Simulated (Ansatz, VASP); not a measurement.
## Zr3S2: VASP beside Ansatz

```
Zr S
1.0
     4.98378    0.00000    0.00000
    -2.49189    4.31608    0.00000
     0.00000    0.00000    4.86768
Zr S
3 2
Direct
  0.33333 0.66667 0.50000
  0.66667 0.33333 0.50000
  0.00000 0.00000 0.00000
  0.33333 0.66667 0.00000
  0.66667 0.33333 0.00000
```

Alike in both runs: functional PBE; k mesh 6 × 6 × 4; occupations gaussian, width 0.1 eV; no spin polarisation.

Ansatz relaxed the structure, and its values are those at the end. VASP's run is a single point on that final structure, the one shown.

|  | VASP | Ansatz |
| --- | --- | --- |
| version | VASP 6.6.1 | Ansatz 0.2.0 |
| potentials or method | VASP PAW PBE potentials, release 64 (Zr_sv, S), cutoff 520 eV | scalar-relativistic, plane waves, PAW |
| valence electrons in the cell | 48 | 48 |

|  | VASP | Ansatz | Ansatz less VASP |
| --- | --- | --- | --- |
| gap on the k mesh at the Fermi level (eV) | none | none | - |
| pressure (GPa) | 0.0 | 0.0 | -0.01 |

A gap of «none» marks a metal or a gap that the smearing closes. With one functional, cell and mesh, what is left measures potentials, basis and numerics.
